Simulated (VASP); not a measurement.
# CdP2C (P-4m2) in VASP: a series of runs, part 2 of 2

VASP 6.6.1.

## Step 5: Single point, r2SCAN (volume changed by -6%)

Contents of POSCAR:

```
CdP2C
1.0
    3.2373795085      0.0000000000      0.0000000000
    0.0000000000      3.2373795085      0.0000000000
    0.0000000000      0.0000000000      5.8499279559
Cd P C
1 2 1
Direct
    0.0000000000      0.0000000000      0.0000000000
    0.0000000000      0.5000000000      0.3265445503
    0.5000000000      0.0000000000      0.6734554497
    0.5000000000      0.5000000000      0.5000000000
```

Contents of INCAR.step1:

```
SYSTEM = CdP2C
  PREC = Accurate
  ENCUT = 520
  ISMEAR = -1
  SIGMA = 0.02
  LREAL = .False.
  LASPH = .True.
  NELM = 60
  NBANDS = 21
  GGA = PE
  ALGO = Normal
  EDIFF = 1E-4
  LWAVE = .True.
  LCHARG = .False.
```

Contents of INCAR.step2:

```
SYSTEM = CdP2C
  PREC = Accurate
  ENCUT = 520
  EDIFF = 1E-6
  ISMEAR = -1
  SIGMA = 0.02
  LREAL = .False.
  LASPH = .True.
  NELM = 60
  ALGO = Normal
  ISIF = 2
  LWAVE = .False.
  LCHARG = .True.
  METAGGA = R2SCAN
  LMIXTAU = .True.
  LELF = .True.
  LVHAR = .True.
  NBANDS = 21
  ISTART = 1
```

Contents of KPOINTS:

```
regular mesh
0
Gamma
  6 6 4
  0 0 0
```

Potentials or basis: VASP PAW PBE potentials, release 64 (Cd, P, C).

On the command line:

```console
cat potpaw_PBE.64/Cd/POTCAR potpaw_PBE.64/P/POTCAR potpaw_PBE.64/C/POTCAR > POTCAR
cp INCAR.step1 INCAR
mpirun -np 1 vasp_std > vasp.out
cp INCAR.step2 INCAR
mpirun -np 1 vasp_std > vasp.out
```

OUTCAR:

```text
SYSTEM = CdP2C
   PREC = Accurate
   ENCUT = 520
   EDIFF = 1E-6
   ISMEAR = -1
   LREAL = .False.
   LASPH = .True.
   NELM = 60
   ISIF = 2
   METAGGA = R2SCAN
   ISTART = 1

 ion  position               nearest neighbor table
   1  0.000  0.000  0.000-   2 2.50   3 2.50   2 2.50   3 2.50
   2  0.000  0.500  0.327-   4 1.91   4 1.91   1 2.50   1 2.50
   3  0.500  0.000  0.673-   4 1.91   4 1.91   1 2.50   1 2.50
   4  0.500  0.500  0.500-   2 1.91   3 1.91   3 1.91   2 1.91

[... 774 lines left out ...]
  FORCE on cell =-STRESS in cart. coord.  units (eV):
  Direction    XX          YY          ZZ          XY          YZ          ZX
  --------------------------------------------------------------------------------------
  -------------------------------------------------------------------------------------
  Total        2.5033111      2.5033111      3.0298548      0.0000000      0.0000000      0.0000000
  in kB       65.4165543     65.4165543     79.1761988      0.0000000      0.0000000      0.0000000
  external PRESSURE =      70.0031025 kB  Pullay stress =       0.0000000 kB

 VOLUME and BASIS-vectors are now :
 -----------------------------------------------------------------------------
  energy-cutoff  :      520.00
  volume of cell :       61.31
      direct lattice vectors                 reciprocal lattice vectors
     3.237379509  0.000000000  0.000000000     0.308891805  0.000000000  0.000000000
     0.000000000  3.237379509  0.000000000     0.000000000  0.308891805  0.000000000
     0.000000000  0.000000000  5.849927956     0.000000000  0.000000000  0.170942276

 POSITION                                       TOTAL-FORCE (eV/Angst)
 -----------------------------------------------------------------------------------
      0.00000      0.00000      0.00000         0.000000     -0.000000      0.000000
      0.00000      1.61869      1.91026         0.000000     -0.000000      0.172284
      1.61869      0.00000      3.93967        -0.000000     -0.000000     -0.172284
      1.61869      1.61869      2.92496        -0.000000      0.000000      0.000000
 -----------------------------------------------------------------------------------
    total drift:                                0.000000      0.000000     -0.000000

  FREE ENERGIE OF THE ION-ELECTRON SYSTEM (eV)
  ---------------------------------------------------
  free  energy   TOTEN  =       -45.2389349139 eV

  energy  without entropy=      -45.2371766313  energy(sigma->0) =      -45.23805577
```

OUTCAR.step1:

```text
SYSTEM = CdP2C
   PREC = Accurate
   ENCUT = 520
   ISMEAR = -1
   LREAL = .False.
   LASPH = .True.
[... 804 lines left out ...]
      0.00000      1.61869      1.91026         0.000000     -0.000000      0.282784
      1.61869      0.00000      3.93967         0.000000     -0.000000     -0.282784
      1.61869      1.61869      2.92496         0.000000      0.000000      0.000000
 -----------------------------------------------------------------------------------
    total drift:                                0.000000      0.000000     -0.000000

  FREE ENERGIE OF THE ION-ELECTRON SYSTEM (eV)
  ---------------------------------------------------
  free  energy   TOTEN  =       -17.9399467217 eV

  energy  without entropy=      -17.9383723036  energy(sigma->0) =      -17.93915951
```

OSZICAR.step1:

```text
N       E                     dE             d eps       ncg     rms          rms(c)
DAV:   1     0.140552116288E+03    0.14055E+03   -0.13053E+04  1276   0.116E+03
DAV:   2    -0.117763750403E+02   -0.15233E+03   -0.14610E+03  1430   0.265E+02
DAV:   3    -0.192552567980E+02   -0.74789E+01   -0.73974E+01  1557   0.581E+01
DAV:   4    -0.193369249011E+02   -0.81668E-01   -0.81628E-01  1443   0.614E+00
DAV:   5    -0.193379623131E+02   -0.10374E-02   -0.10374E-02  1576   0.677E-01    0.124E+01
DAV:   6    -0.179463415200E+02    0.13916E+01   -0.49623E+00  1848   0.248E+01    0.896E+00
DAV:   7    -0.179573326363E+02   -0.10991E-01   -0.92369E-01  1395   0.571E+00    0.455E+00
DAV:   8    -0.179451690201E+02    0.12164E-01   -0.11692E-01  1463   0.198E+00    0.735E-01
DAV:   9    -0.179401951250E+02    0.49739E-02   -0.21446E-02  1577   0.973E-01    0.241E-01
DAV:  10    -0.179399466718E+02    0.24845E-03   -0.44845E-03  1415   0.343E-01    0.110E-01
DAV:  11    -0.179399467217E+02   -0.49844E-07   -0.34180E-04  1450   0.152E-01
   1 F= -.17939947E+02 E0= -.17939160E+02  d E =-.157442E-02
```

Run time: 44 s. Hardware: 1 thread of Intel Xeon 6975P-C (Granite Rapids), shared host; peak memory 0.19 GiB.

What came out:

```yaml
Free_energy: -45.2389 eV
Pressure: 7.0 GPa
Largest_force: 0.172 eV/Å
Band_gap_on_the_k_mesh: zero (band 13 reaches 7.27 eV, above the bottom of band 14 at 7.04 eV)
```

Forces in eV/Å, atoms in the order of the input:
```
Cd   0.000  0.000  0.000
P    0.000  0.000  0.172
P    0.000  0.000 -0.172
C    0.000  0.000  0.000
```

Stress tensor (GPa, compression positive):
```
6.54 0.00 0.00
0.00 6.54 0.00
0.00 0.00 7.92
```

Levels at points of the mesh, in eV from the Fermi level:
```
           k point  band 10  band 11  band 12  band 13  band 14  band 15  band 16  band 17
(0.00, 0.00, 0.00)    -6.64    -2.76    -1.53    -0.40     0.70     0.70     2.52     3.75
(0.50, 0.00, 0.00)    -5.83    -5.55    -5.43     0.18     0.43     2.32     2.98     4.38
(0.50, 0.50, 0.00)    -5.98    -4.67    -4.67    -3.59     0.88     0.88     1.06     1.18
(0.00, 0.00, 0.50)    -6.51    -6.01    -0.83    -0.48    -0.05    -0.05     3.79     5.25
(0.50, 0.00, 0.50)    -5.85    -3.70    -3.42    -0.89     0.31     1.18     1.34     4.38
(0.50, 0.50, 0.50)    -6.19    -5.31    -5.31    -4.12     2.15     3.56     3.56     3.82
```

Caveat: the PAW data sets were made with another functional, which shifts forces and pressure a little.

## Step 6: Single point, r2SCAN (volume changed by -3%)

Contents of POSCAR:

```
CdP2C
1.0
    3.2714596920      0.0000000000      0.0000000000
    0.0000000000      3.2714596920      0.0000000000
    0.0000000000      0.0000000000      5.9115106705
Cd P C
1 2 1
Direct
    0.0000000000      0.0000000000      0.0000000000
    0.0000000000      0.5000000000      0.3265445503
    0.5000000000      0.0000000000      0.6734554497
    0.5000000000      0.5000000000      0.5000000000
```

Contents of INCAR.step1:

```
ALGO = Normal
EDIFF = 1E-4
ENCUT = 520
GGA = PE
ISMEAR = -1
LASPH = T
LCHARG = F
LREAL = F
LWAVE = T
NBANDS = 21
NELM = 60
PREC = Accurate
SIGMA = 0.02
```

Contents of INCAR.step2:

```
ALGO = Normal
EDIFF = 1E-6
ENCUT = 520
ISIF = 2
ISMEAR = -1
ISTART = 1
LASPH = T
LCHARG = F
LMIXTAU = T
LREAL = F
LWAVE = F
METAGGA = R2SCAN
NBANDS = 21
NELM = 60
PREC = Accurate
SIGMA = 0.02
```

Contents of KPOINTS:

```
k-points
0
Gamma
  6 6 4
```

Potentials or basis: VASP PAW PBE potentials, release 64 (Cd, P, C).

On the command line:

```console
cat potpaw_PBE.64/Cd/POTCAR potpaw_PBE.64/P/POTCAR potpaw_PBE.64/C/POTCAR > POTCAR
cp INCAR.step1 INCAR
mpirun -np 1 vasp_std > vasp.out
cp INCAR.step2 INCAR
mpirun -np 1 vasp_std > vasp.out
```

Run time: 42 s. Hardware: 1 thread of Intel Xeon 6975P-C (Granite Rapids), shared host; peak memory 0.19 GiB.

The run converged. Its results:

| Property | Result |
| --- | --- |
| Free energy | -45.3024 eV |
| Pressure | 3.4 GPa |
| Largest force | 0.216 eV/Å |
| Band gap on the k mesh | zero (band 13 reaches 6.89 eV, above the bottom of band 14 at 6.67 eV) |

Forces on the atoms (eV/Å):
```
Cd   0.000  0.000  0.000
P    0.000  0.000  0.216
P    0.000  0.000 -0.216
C    0.000  0.000  0.000
```

Stress tensor (GPa, compression positive):
```
3.30 0.00 0.00
0.00 3.30 0.00
0.00 0.00 3.48
```

Levels at points of the mesh, in eV from the Fermi level:
```tsv
k point	band 11	band 12	band 13	band 14	band 15	band 16
(0.00, 0.00, 0.00)	-2.64	-1.54	-0.35	0.68	0.68	2.44
(0.50, 0.00, 0.00)	-5.35	-5.27	0.20	0.39	2.32	2.99
(0.50, 0.50, 0.00)	-4.56	-4.56	-3.43	0.96	0.96	1.10
(0.00, 0.00, 0.50)	-5.85	-0.74	-0.42	-0.02	-0.02	3.75
(0.50, 0.00, 0.50)	-3.59	-3.28	-0.90	0.32	1.13	1.40
(0.50, 0.50, 0.50)	-5.16	-5.16	-4.01	2.19	3.53	3.53
```

Caveat: the PAW data sets were made with another functional, which shifts forces and pressure a little.

## Step 7: Overview

| level | cell | k mesh | gap on the mesh (eV) | pressure (GPa) | largest force (eV/Å) |
| --- | --- | --- | --- | --- | --- |
| PBE | a = 3.314, b = 3.314, c = 6.184 Å, 4 atoms | 6 × 6 × 4 | none | -2.2 | 0.05 |
| PBE | a = 3.346, b = 3.346, c = 6.244 Å, 4 atoms | 6 × 6 × 4 | none | -4.3 | 0.09 |
| PBE | a = 3.305, b = 3.305, c = 5.972 Å, 4 atoms | 8 × 8 × 4 | none | 1.7 | 0.20 |
| r2SCAN | a = 3.237, b = 3.237, c = 5.850 Å, 4 atoms | 6 × 6 × 4 | none | 7.0 | 0.17 |
| r2SCAN | a = 3.271, b = 3.271, c = 5.912 Å, 4 atoms | 6 × 6 × 4 | none | 3.4 | 0.22 |

Alike in all rows: task single point; potentials or basis VASP PAW PBE potentials, release 64 (Cd, P, C); no spin polarisation; cutoff (eV) 520; smearing fermi-dirac 0.02 eV.

Caveats: the PAW data sets were made with another functional, which shifts forces and pressure a little (some runs).

Absolute energies hang on the potentials; compare differences alone.
